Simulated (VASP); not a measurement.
A run of VASP 6.6.1:

The input POSCAR:

```
Cd
1.0
    2.9788700000      0.0000000000      0.0000000000
   -1.4894350000      2.5797770946      0.0000000000
    0.0000000000      0.0000000000      5.6176500000
Cd
2
Direct
    0.6666666667      0.3333333333      0.7500000000
    0.3333333333      0.6666666667      0.2500000000
```

Contents of INCAR.step1:

```
SYSTEM = Cd
PREC = Accurate ; ENCUT = 520
EDIFF = 1E-5 ; ISMEAR = -1
SIGMA = 0.05 ; LREAL = .False.
LASPH = .True. ; NELM = 60
ALGO = Normal ; ISIF = 2
LWAVE = .True. ; LCHARG = .False.
GGA = PE ; NBANDS = 19
```

Contents of INCAR.step2:

```
SYSTEM = Cd
PREC = Accurate ; ENCUT = 520
EDIFF = 1E-7 ; ISMEAR = -1
SIGMA = 0.05 ; LREAL = .False.
LASPH = .True. ; NELM = 60
ALGO = Normal ; ISIF = 2
LWAVE = .False. ; LCHARG = .False.
GGA = PE ; LHFCALC = .True.
HFSCREEN = 0.2079 ; PRECFOCK = Normal
ISTART = 1 ; NBANDS = 19
```

The input KPOINTS:

```
regular mesh
0
Gamma
  6 6 3
  0 0 0
```

Potentials or basis: VASP PAW PBE potentials, release 64 (Cd).

Run with:

```console
$ cat potpaw_PBE.64/Cd/POTCAR > POTCAR
$ cp INCAR.step1 INCAR
$ mpirun -np 1 vasp_std > vasp.out
$ cp INCAR.step2 INCAR
$ mpirun -np 1 vasp_std > vasp.out
```

Hardware: 1 thread of Intel(R) Xeon(R) Platinum 8259CL CPU @ 2.50GHz (Skylake/Cascade Lake), with other jobs on the host.

**Question.** Estimate the wall time of this run.

**Answer.** It took 35 min on 1 thread of Intel(R) Xeon(R) Platinum 8259CL CPU @ 2.50GHz (Skylake/Cascade Lake), on a shared host, peak memory 0.28 GiB. Counts: k points 14.
